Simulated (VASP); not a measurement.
KI: single point with PBE

The system is KI.

```
K I
1.0
     0.00000    3.24259    3.66553
     3.24259    0.00000    3.66553
     3.24259    3.24259    0.00000
K I
1 1
Direct
  0.00000 0.00000 0.00000
  0.50000 0.50000 0.50000
```

This cell differs from its parent crystal: strain -0.080 along x and y, +0.040 along z.

```json
{
 "Program": "VASP 6.6.1",
 "Task": "single point",
 "Functional": "PBE",
 "Potentials or basis": "VASP PAW PBE potentials, release 64 (K_sv, I)",
 "Cutoff": "520 eV",
 "k mesh": "6 × 6 × 6",
 "Occupations": "gaussian, width 0.05 eV",
 "Spin": "no spin polarisation",
 "Dipole correction": "no",
 "Further INCAR settings": "ALGO = Normal; EDIFF = 1e-07; NBANDS = 15"
}
```

- Pressure: 3.9 GPa
- Band gap on the k mesh: 4.18 eV, direct

Stress tensor (GPa, compression positive):
```
5.67 0.00 0.00
0.00 5.67 0.00
0.00 0.00 0.31
```

Levels at points of the mesh, in eV from the valence-band top:
```csv
k point,band 5,band 6,band 7,band 8,band 9,band 10,band 11,band 12
"(0.00, 0.00, 0.00)",-10.80,-0.12,0.00,0.00,4.18,5.85,6.66,6.66
"(0.50, 0.00, 0.00)",-10.21,-1.73,-0.58,-0.50,5.56,7.96,8.02,8.86
"(0.50, 0.50, 0.00)",-10.64,-1.37,-0.31,-0.31,4.67,6.16,7.99,9.10
"(0.50, 0.00, 0.50)",-10.57,-1.18,-0.62,-0.50,4.62,6.06,8.26,9.08
```

Wall time 20 s on 1 thread of Intel(R) Xeon(R) Platinum 8488C (Sapphire Rapids), with other jobs on the host, peak memory 0.21 GiB.

Caveat: the cell differs from its parent crystal (strain -0.080 along x and y, +0.040 along z); spin-orbit coupling is left out, which moves the levels of the heavy elements. A k mesh can miss the band edges.
